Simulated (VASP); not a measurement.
Runs of VASP 6.6.1 on H2Se. The structure is that of space group Cmmm (No. 65), or close to it. The cells are those of the table. 

```csv
task,cell,k mesh,cutoff (eV),k mesh for the DOS,occupations for the DOS,gap on the mesh (eV),pressure (GPa),relaxed volume (Å³/atom),largest force (eV/Å)
single point,"a = 3.468, b = 3.468, c = 3.541 Å, angles 90.0, 90.0, 113.8°, 3 atoms",6 × 6 × 6,520,-,-,none,-12.1,-,3.16
single point,"a = 2.629, b = 2.629, c = 6.126 Å, angles 90.0, 90.0, 89.7°, 3 atoms",6 × 6 × 6,520,-,-,none,0.0,-,0.01
relaxation of cell and atoms,"relaxed from a = 3.468, b = 3.468, c = 3.541 Å, angles 90.0, 90.0, 113.8°, 3 atoms",6 × 6 × 6,600,-,-,none,0.0,(a),0.03
single point,"a = 2.632, b = 2.632, c = 6.125 Å, angles 90.0, 90.0, 90.1°, 3 atoms",18 × 18 × 8,520,-,-,none,-0.1,-,0.01
relaxation of cell and atoms,"relaxed from a = 2.629, b = 2.629, c = 6.126 Å, angles 90.0, 90.0, 90.3°, 3 atoms",18 × 18 × 8,600,-,-,none,0.0,(b),-
```

Alike in all rows: level PBE+D3(BJ); potentials or basis VASP PAW PBE potentials, release 64 (H, Se); no spin polarisation; smearing gaussian 0.1 eV.

**Question.** Fill in the values left out.

**Answer.** (a) 12.86; (b) 14.14.

Caveats: some runs use coarse meshes; pairwise dispersion overbinds metals, which lowers pressure and volume (some runs); forces of over 1 eV/Å act on the atoms, so gaps and moduli don't describe the material at rest (some runs).

A k mesh can miss the band edges, and the runs leave out spin-orbit coupling on Se.

A gap of «none» marks levels without a gap at the run's occupations.
